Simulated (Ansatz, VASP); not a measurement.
# CdSe: VASP beside Ansatz

```
Cd Se
1.0
     3.00008    3.00008    0.00000
    -3.00008    3.00008    0.00000
     0.00000    3.00008    3.00008
Cd Se
1 1
Cartesian
  0.0000 0.0000 0.0000
  1.5000 4.5001 1.5000
```

Alike in both runs: task single point; functional r2SCAN; k mesh 6 × 6 × 6; no spin polarisation.

```csv
,VASP,Ansatz
version,VASP 6.6.1,Ansatz 0.2.0
potentials or method,"VASP PAW PBE potentials, release 64 (Cd, Se)","PAW with Ansatz's default frozen-core files, scalar-relativistic"
plane-wave cutoff (eV),520,500
occupations,"gaussian, width 0.01 eV",fixed
valence electrons in the cell,18,36
```

|  | VASP | Ansatz | Ansatz less VASP |
| --- | --- | --- | --- |
| gap on the k mesh at the Fermi level (eV) | 1.18 | 1.18 | +0.007 |
| pressure (GPa) | 4.3 | 4.0 | -0.33 |

VASP's potentials were made for PBE, not for r2SCAN. VASP's potentials hold 18 valence electrons a cell and Ansatz's 36, so a difference there can come from the potentials and not from the codes.
